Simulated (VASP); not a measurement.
Write the native input for VASP 6.6.1 that does the following.

```
Task                   : single point
Functional             : LDA
Potentials or basis    : VASP PAW LDA potentials, release 64 (Ga_d, N)
Cutoff                 : 520 eV
k mesh                 : 10 × 10 × 5
Occupations            : fermi-dirac, width 0.05 eV
Spin                   : no spin polarisation
Dipole correction      : no
Further INCAR settings : ALGO = Normal; EDIFF = 1e-06; NBANDS = 26
```

The structure of GaN lies in POSCAR:

```
GaN
1.0
    3.2010602164      0.0000000000      0.0000000000
   -1.6005301082      2.7721994664      0.0000000000
    0.0000000000      0.0000000000      5.2002129176
Ga N
2 2
Direct
    0.6666666667      0.3333333333      0.5000000000
    0.3333333333      0.6666666667      0.0000000000
    0.6666666667      0.3333333333      0.8750000000
    0.3333333333      0.6666666667      0.3750000000
```

This cell differs from its parent crystal: volume scaled by 1.02.

The input as run:

INCAR

```
PREC     = Accurate       # precision mode
ENCUT    = 520            # plane-wave cutoff, eV
EDIFF    = 1E-6           # SCF threshold, eV
ISMEAR   = -1             # smearing method
SIGMA    = 0.05           # smearing width, eV
LREAL    = F              # projectors in reciprocal space
LASPH    = T              # aspherical terms in the spheres
NELM     = 100            # most SCF steps
ALGO     = Normal         # electronic algorithm
ISIF     = 2              # what is computed and relaxed
LWAVE    = F              # write WAVECAR
LCHARG   = T              # write CHGCAR
GGA      = CA             # functional
LELF     = T              # ELF
LVHAR    = T            
NBANDS   = 26             # bands
```

KPOINTS

```
regular mesh
0
Gamma
  10 10 5
```

Potentials or basis: VASP PAW LDA potentials, release 64 (Ga_d, N).

Run with:

```bash
$ cat potpaw_LDA.64/Ga_d/POTCAR potpaw_LDA.64/N/POTCAR > POTCAR
$ mpirun -np 1 vasp_std > vasp.out
```

It gave:

```json
{
 "Pressure": "-7.0 GPa",
 "Largest force": "0.123 eV/Å",
 "Band gap on the k mesh": "1.85 eV, direct"
}
```

Run time: 2.1 min on 1 thread of AMD EPYC 7R13, with other jobs on the host, peak memory 0.14 GiB.
